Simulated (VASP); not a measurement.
A run of VASP 6.6.1:

Contents of INCAR:

```
PREC = Accurate
ENCUT = 520
EDIFF = 1E-6
ISMEAR = -1
SIGMA = 0.1
LREAL = F
LASPH = T
NELM = 100
ALGO = Normal
ISIF = 2
LWAVE = F
LCHARG = T
GGA = PE
LELF = T
LVHAR = T
NBANDS = 14
```

The input KPOINTS:

```
Automatic mesh
0
Gamma
  14 14 14
```

POSCAR

```
SiNi
1.0
    0.0000000000      2.3703144354      2.3703144354
    2.3703144354      0.0000000000      2.3703144354
    2.3703144354      2.3703144354      0.0000000000
Ni Si
1 1
Direct
    0.0000000000      0.0000000000      0.0000000000
    0.5000000000      0.5000000000      0.5000000000
```

Potentials or basis: VASP PAW PBE potentials, release 64 (Ni, Si).

Launch:

```sh
$ cat potpaw_PBE.64/Ni/POTCAR potpaw_PBE.64/Si/POTCAR > POTCAR
$ mpirun -np 1 vasp_std > vasp.out
```

Hardware: 1 thread of AMD EPYC 9R45 96-Core Processor (Zen 5), on a shared host.

Question: How long does it take, and how much memory?

Answer: It took 25 s on 1 thread of AMD EPYC 9R45 96-Core Processor (Zen 5), on a shared host, peak memory 0.15 GiB. Counts: scf iterations 14, k points 104.
